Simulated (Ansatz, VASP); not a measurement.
## One calculation of Nb2MoN3, two programs

```xyz
6
Lattice="3.1020 0.0000 0.0000 -1.5510 2.6864 0.0000 0.0000 0.0000 7.6261" Properties=species:S:1:pos:R:3 pbc="T T T"
Nb    0.0000    1.7910    2.5225
Nb    1.5510    0.8955    5.1036
Mo    0.0000    0.0000    0.0000
N     1.5510    0.8955    1.2576
N     0.0000    1.7910    6.3685
N     0.0000    0.0000    3.8130
```

Alike in both runs: functional PBE; k mesh 4 × 4 × 2; occupations gaussian, width 0.15 eV; collinear spin.

Ansatz relaxed the structure, and its values are those at the end. VASP's run is a single point on that final structure, the one shown.

```csv
,VASP,Ansatz
version,VASP 6.6.1,Ansatz 0.2.0
potentials or method,"VASP PAW PBE potentials, release 64 (Nb_sv, Mo_sv, N), cutoff 600 eV","scalar-relativistic, plane waves, PAW"
valence electrons in the cell,55,55
```

|  | VASP | Ansatz | Ansatz less VASP |
| --- | --- | --- | --- |
| gap on the k mesh at the Fermi level (eV) | none | none | - |
| pressure (GPa) | -0.7 | -0.3 | +0.41 |
| rms of the force components (eV/Å) | 0.014 | 0.006 | -0.0086 |
| net moment per atom (μB) | 0.00 | 0.00 | 0.000 |

A gap of «none» marks a metal or a gap that the smearing closes. Ansatz's warnings: seeded moment not kept.

The k mesh is coarse, so the values compare programs but aren't converged.
